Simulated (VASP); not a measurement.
Wanted: the native input for a VASP 6.6.1 run.

```
Task                   : relaxation of cell and atoms
Functional             : PBEsol
Potentials or basis    : VASP PAW PBE potentials, release 64 (Ag)
Cutoff                 : 600 eV
k mesh                 : 18 × 18 × 18
Occupations            : gaussian, width 0.1 eV
Spin                   : no spin polarisation
Target pressure        : 10 GPa
Dipole correction      : no
Further INCAR settings : ALGO = Fast; EDIFF = 1e-06; IBRION = 2; EDIFFG = -0.008; NSW = 70; ISIF = 3
```

The structure of Ag lies in POSCAR:

```
Ag
1.0
    0.0000000000      1.9797822520      1.9797822520
    1.9797822520      0.0000000000      1.9797822520
    1.9797822520      1.9797822520      0.0000000000
Ag
1
Direct
    0.0000000000      0.0000000000      0.0000000000
```

The input as run:

INCAR

```
SYSTEM = Ag
ALGO = Fast ; EDIFF = 1E-6
EDIFFG = -0.008 ; ENCUT = 600
GGA = PS ; IBRION = 2
ISIF = 3 ; ISMEAR = 0
LASPH = .True. ; LCHARG = .False.
LREAL = .False. ; LWAVE = .False.
NELM = 80 ; NSW = 70
PREC = Accurate ; PSTRESS = 100.0
SIGMA = 0.1
```

KPOINTS

```
k-points
0
Gamma
  18 18 18
  0 0 0
```

Potentials or basis: VASP PAW PBE potentials, release 64 (Ag).

Run with:

```bash
$ cat potpaw_PBE.64/Ag/POTCAR > POTCAR
$ mpirun -np 1 vasp_std > vasp.out
```

Results of the run:

```yaml
Pressure_after_relaxing: 10.0 GPa
```

Caveat: the relaxation stopped at its first step, so nothing moved; the cell is relaxed towards a set pressure, so the enthalpy falls and the energy may rise; the PAW data sets were made with another functional, which shifts forces and pressure a little.

Run time: 9.7 s on 1 thread of Intel(R) Xeon(R) 6975P-C (Granite Rapids) (shared host), peak memory 0.17 GiB.
